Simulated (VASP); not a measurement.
A run of VASP 6.6.1 is set up as follows.

Contents of INCAR:

```
PREC = Accurate
ENCUT = 520
EDIFF = 1E-6
ISMEAR = 0
SIGMA = 0.05
LREAL = F
LASPH = T
NELM = 60
ALGO = Normal
ISIF = 2
LWAVE = F
LCHARG = T
GGA = PE
LELF = T
LVHAR = T
NBANDS = 11
```

Contents of KPOINTS:

```
regular mesh
0
Gamma
  10 10 10
```

Contents of POSCAR:

```
BAs
1.0
    0.0000000000      2.3885000000      2.3885000000
    2.3168450000      0.0000000000      2.3885000000
    2.3168450000      2.3885000000      0.0000000000
B As
1 1
Direct
    0.0000000000      0.0000000000      0.0000000000
    0.7500000000      0.7500000000      0.7500000000
```

Potentials or basis: VASP PAW PBE potentials, release 64 (B, As).

Launch:

```console
$ cat potpaw_PBE.64/B/POTCAR potpaw_PBE.64/As/POTCAR > POTCAR
$ mpirun -np 1 vasp_std > vasp.out
```

(1) Predict the band gap on the k mesh.

(2) What does it give for the pressure?

Results:

(1) 0.68 eV, indirect (least direct gap 3.00 eV).

(2) 8.1 GPa.

Caveat: the cell differs from its parent crystal (strain -0.0300 x Voigt [1, 0, 0, 0, 0, 0]).
